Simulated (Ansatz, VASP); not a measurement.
## One calculation of Si2Ni, two programs

```xyz
3
Lattice="0.0000 2.7241 2.7241 2.7241 0.0000 2.7241 2.7241 2.7241 0.0000" Properties=species:S:1:pos:R:3 pbc="T T T"
Si    1.3621    1.3621    1.3621
Si    4.0862    4.0862    4.0862
Ni    0.0000    0.0000    0.0000
```

Alike in both runs: functional PBE; k mesh 6 × 6 × 6; occupations gaussian, width 0.1 eV; no spin polarisation.

Ansatz relaxed the structure, and its values are those at the end. VASP's run is a single point on that final structure, the one shown.

|  | VASP | Ansatz |
| --- | --- | --- |
| version | VASP 6.6.1 | Ansatz 0.2.0 |
| potentials or method | VASP PAW PBE potentials, release 64 (Si, Ni), cutoff 600 eV | scalar-relativistic, plane waves, PAW |
| valence electrons in the cell | 18 | 26 |

|  | VASP | Ansatz | Ansatz less VASP |
| --- | --- | --- | --- |
| gap on the k mesh at the Fermi level (eV) | none | none | - |
| pressure (GPa) | 0.1 | 0.2 | +0.10 |

A gap of «none» marks a metal or a gap that the smearing closes. The functional is the same, so the differences come from potentials, cutoffs and numerics. VASP's potentials hold 18 valence electrons a cell and Ansatz's 26, so a difference there can come from the potentials and not from the codes.
